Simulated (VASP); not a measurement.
Gd2N2, 4 atoms in the cell. The cell holds a molecule in a box, 4 atoms: a = 11.770 Å, b = 9.000 Å, c = 12.080 Å, α = 90.00°, β = 90.00°, γ = 90.00°. 

* Program: VASP 6.6.1
* Task: single point
* Functional: PBE
* Potentials or basis: VASP PAW PBE potentials, release 64 (Gd, N)
* Cutoff: 520 eV
* k mesh: 1 × 1 × 1
* Occupations: gaussian, width 0.01 eV
* Spin: non-collinear spin, typed start, spin-orbit coupling
* Starting moments: [[0.0, 0.0, 7.0], [0.0, 0.0, 7.0], [0.0, 0.0, 0.0], [0.0, 0.0, 0.0]] μB
* Hubbard terms: Gd f U = 5.0 eV
* Dipole correction: no
* Further INCAR settings: ALGO = Normal; EDIFF = 1e-06; NBANDS = 60; NELMDL = -8

Potentials or basis: VASP PAW PBE potentials, release 64 (Gd, N).

The run is started by

```bash
$ cat potpaw_PBE.64/Gd/POTCAR potpaw_PBE.64/N/POTCAR > POTCAR
$ mpirun -np 1 vasp_ncl > vasp.out
```

Hardware: 1 thread of Intel(R) Xeon(R) Platinum 8259CL CPU @ 2.50GHz (Skylake/Cascade Lake), with other jobs on the host.

Task: How long does it take, and how much memory?

Result: Run time: 56 min on 1 thread of Intel(R) Xeon(R) Platinum 8259CL CPU @ 2.50GHz (Skylake/Cascade Lake), with other jobs on the host, peak memory 3.2 GiB. Counts: scf iterations 77, k points 1.
